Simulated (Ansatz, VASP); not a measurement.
Two plane-wave programs on Sr

INCAR

```
PREC     = Accurate       # precision mode
ENCUT    = 520            # plane-wave cutoff, eV
EDIFF    = 1E-6           # SCF threshold, eV
ISMEAR   = -1             # smearing method
SIGMA    = 0.1            # smearing width, eV
LREAL    = False          # projectors in reciprocal space
LASPH    = True           # aspherical terms in the spheres
NELM     = 80             # most SCF steps
ALGO     = Normal         # electronic algorithm
ISIF     = 2              # what is computed and relaxed
LWAVE    = False          # write WAVECAR
LCHARG   = False          # write CHGCAR
GGA      = B5             # functional
ALDAX    = 1.0          
AGGAX    = 1.0          
AGGAC    = 1.0          
ALDAC    = 0.0          
NBANDS   = 17             # bands
```

Contents of KPOINTS:

```
Automatic mesh
0
Gamma
  6 6 6
```

POSCAR

```
Sr
1.0
    0.0000000000      5.2357542595      5.2357542595
    5.2357542595      0.0000000000      5.2357542595
    5.2357542595      5.2357542595      0.0000000000
Sr
2
Direct
    0.1250000000      0.1250000000      0.1250000000
    0.8750000000      0.8750000000      0.8750000000
```

Input for Ansatz:

```yaml
crystal:
  lattice:
    - [0.0, 5.2357542595, 5.2357542595]
    - [5.2357542595, 0.0, 5.2357542595]
    - [5.2357542595, 5.2357542595, 0.0]
  atoms:
    - { symbol: Sr, position: [0.125, 0.125, 0.125] }
    - { symbol: Sr, position: [0.875, 0.875, 0.875] }
hamiltonian:
  xc: blyp
  pseudopotentials:
    kind: paw
    azcp:
      Sr: "pseudopotentials/Sr.paw.azcp"
basis:
  ecutwfc: 420
  fft_grid_basis: typed
kpoints:
  mp_grid: { grid: [6, 6, 6], shift: [0, 0, 0] }
magnetization:
  spin_polarized: false
scf:
  occupations: { method: fermi_dirac, width: 0.1 }
  lower_state_search: "off"
output:
  stress: true
```

Alike in both runs: task single point; functional BLYP; k mesh 6 × 6 × 6; occupations fermi-dirac, width 0.1 eV; no spin polarisation.

|  | VASP | Ansatz |
| --- | --- | --- |
| version | VASP 6.6.1 | Ansatz 0.2.0 |
| potentials or method | VASP PAW PBE potentials, release 64 (Sr_sv), cutoff 520 eV | plane waves (420 eV) with PAW, scalar-relativistic |
| valence electrons in the cell | 20 | 20 |

|  | VASP | Ansatz | Ansatz less VASP |
| --- | --- | --- | --- |
| pressure (GPa) | -0.2 | -0.2 | 0.00 |

VASP's potentials were made for PBE, not for BLYP. The functional is the same, so the differences come from potentials, cutoffs and numerics.
